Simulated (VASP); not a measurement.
Write the native input for VASP 6.6.1 that does the following.

```yaml
Task: relaxation of cell and atoms
Functional: PBEsol
Potentials_or_basis: VASP PAW PBE potentials, release 64 (Rh_pv, Pb_d)
Cutoff: 600 eV
k_mesh: 9 × 9 × 8
Occupations: gaussian, width 0.1 eV
Spin: no spin polarisation
Dipole_correction: no
Further_INCAR_settings: ALGO = Normal; EDIFF = 1e-06; IBRION = 2; EDIFFG = -0.005; NSW = 100; ISIF = 3
```

The structure of RhPb lies in POSCAR:

```
RhPb
1.0
    5.6780000000      0.0000000000      0.0000000000
   -2.8390000000      4.9172922427      0.0000000000
    0.0000000000      0.0000000000      4.4280000000
Rh Pb
3 3
Direct
    0.5000000000      0.0000000000      0.0000000000
    0.5000000000      0.5000000000      0.0000000000
    0.0000000000      0.5000000000      0.0000000000
    0.3333333333      0.6666666667      0.5000000000
    0.6666666667      0.3333333333      0.5000000000
    0.0000000000      0.0000000000      0.0000000000
```

The input as run:

INCAR

```
PREC     = Accurate       # precision mode
ENCUT    = 600            # plane-wave cutoff, eV
EDIFF    = 1E-6           # SCF threshold, eV
ISMEAR   = 0              # smearing method
SIGMA    = 0.1            # smearing width, eV
LREAL    = False          # projectors in reciprocal space
LASPH    = True           # aspherical terms in the spheres
NELM     = 100            # most SCF steps
ALGO     = Normal         # electronic algorithm
ISIF     = 3              # what is computed and relaxed
LWAVE    = False          # write WAVECAR
LCHARG   = False          # write CHGCAR
GGA      = PS             # functional
IBRION   = 2              # ionic algorithm
NSW      = 100            # ionic steps
EDIFFG   = -0.005         # ionic threshold
```

KPOINTS

```
Automatic mesh
0
Gamma
  9 9 8
```

Potentials or basis: VASP PAW PBE potentials, release 64 (Rh_pv, Pb_d).

Command:

```sh
$ cat potpaw_PBE.64/Rh_pv/POTCAR potpaw_PBE.64/Pb_d/POTCAR > POTCAR
$ mpirun -np 1 vasp_std > vasp.out
```

Results of the run:

The relaxed volume is 20.57 Å³/atom and the relaxed cell is a = 5.664 Å, b = 5.664 Å, c = 4.442 Å, α = 90.00°, β = 90.00°, γ = 120.00°. The space group after relaxing (to 0.05 Å) is P6/mmm (No. 191). The energy gained by relaxing is 0.3 meV/atom, the ionic steps are 5 and the pressure after relaxing is 0.0 GPa.

Caveat: the PAW data sets were made with another functional, which shifts forces and pressure a little.

Run time: 27 min on 1 thread of Intel(R) Xeon(R) Platinum 8175M CPU @ 2.50GHz (Skylake/Cascade Lake), with other jobs on the host, peak memory 0.54 GiB.
